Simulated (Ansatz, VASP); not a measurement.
# Two plane-wave programs on HfO2

Contents of INCAR:

```
SYSTEM = HfO2
  ALGO = Normal
  EDIFF = 1E-6
  ENCUT = 520
  GGA = PE
  ISIF = 2
  ISMEAR = 0
  LASPH = .True.
  LCHARG = .False.
  LREAL = .False.
  LWAVE = .False.
  NBANDS = 18
  NELM = 80
  PREC = Accurate
  SIGMA = 0.01
```

File KPOINTS:

```
k-points
0
Gamma
  4 4 4
  0 0 0
```

POSCAR

```
HfO2
1.0
   -0.0141400000      2.5798300000      2.5545800000
    2.6190300000     -0.0141600000      2.5546000000
    2.5705500000      2.5313700000      0.0343100000
Hf O
1 2
Direct
    0.9735218042      0.0287516573      0.0346588750
    0.2534700000      0.2413000000      0.2574000000
    0.7523100000      0.7520300000      0.6990200000
```

Input for Ansatz:

```yaml
crystal:
  lattice:
    - [-0.01414, 2.57983, 2.55458]
    - [2.61903, -0.01416, 2.5546]
    - [2.57055, 2.53137, 0.03431]
  atoms:
    - { symbol: Hf, position: [0.9735218042300641, 0.02875165730422215, 0.034658874980971456] }
    - { symbol: O, position: [0.25347, 0.2413, 0.2574] }
    - { symbol: O, position: [0.75231, 0.75203, 0.69902] }
basis:
  ecutwfc: 540.0
  xc_grid: 2
kpoints:
  mp_grid:
    grid: [4, 4, 4]
hamiltonian:
  xc: pbe
scf:
  convergence:
    dr2_threshold: 1.0e-09
  occupations:
    method: fixed
output:
  forces: true
  stress: true
```

Alike in both runs: task single point; functional PBE; k mesh 4 × 4 × 4; no spin polarisation.

|  | VASP | Ansatz |
| --- | --- | --- |
| version | VASP 6.6.1 | Ansatz 0.2.0 |
| potentials or method | VASP PAW PBE potentials, release 64 (Hf_pv, O), cutoff 520 eV | plane waves, PAW |
| occupations | gaussian, width 0.01 eV | fixed |
| valence electrons in the cell | 22 | 38 |

```csv
,VASP,Ansatz,Ansatz less VASP
pressure (GPa),1.1,4.3,+3.19
"traceless stress, the component that is largest in VASP (GPa)",-6.56,-6.92,-0.352
rms of the force components (eV/Å),1.333,1.358,+0.0252
```

Atom by atom the forces differ by 0.030 eV/Å (rms over components). VASP's potentials hold 22 valence electrons a cell and Ansatz's 38, so a difference there can come from the potentials and not from the codes. Ansatz's warnings: stress scf threshold loose.

The k mesh is coarse, so the values compare programs but aren't converged. Neither program's run includes spin-orbit coupling.
